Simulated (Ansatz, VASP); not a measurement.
Two plane-wave programs on PbF2

```
Pb F
1.0
     0.00000    2.96985    2.96985
     2.96985    0.00000    2.96985
     2.96985    2.96985    0.00000
Pb F
1 2
Direct
  0.00000 0.00000 0.00000
  0.25000 0.25000 0.25000
  0.75000 0.75000 0.75000
```

Alike in both runs: task single point; functional PBE; dispersion D3(BJ); k mesh 8 × 8 × 8; occupations gaussian, width 0.05 eV; no spin polarisation.

|  | VASP | Ansatz |
| --- | --- | --- |
| version | VASP 6.6.1 | Ansatz 0.2.0 |
| potentials or method | VASP PAW PBE potentials, release 64 (Pb_d, F), cutoff 520 eV | scalar-relativistic, plane waves, PAW |
| valence electrons in the cell | 28 | 28 |

```tsv
	VASP	Ansatz	Ansatz less VASP
gap on the k mesh at the Fermi level (eV)	4.42	4.42	+0.003
least direct gap on the mesh (eV)	4.56	4.57	+0.002
pressure (GPa)	0.6	0.8	+0.20
```

Neither program's run includes spin-orbit coupling.
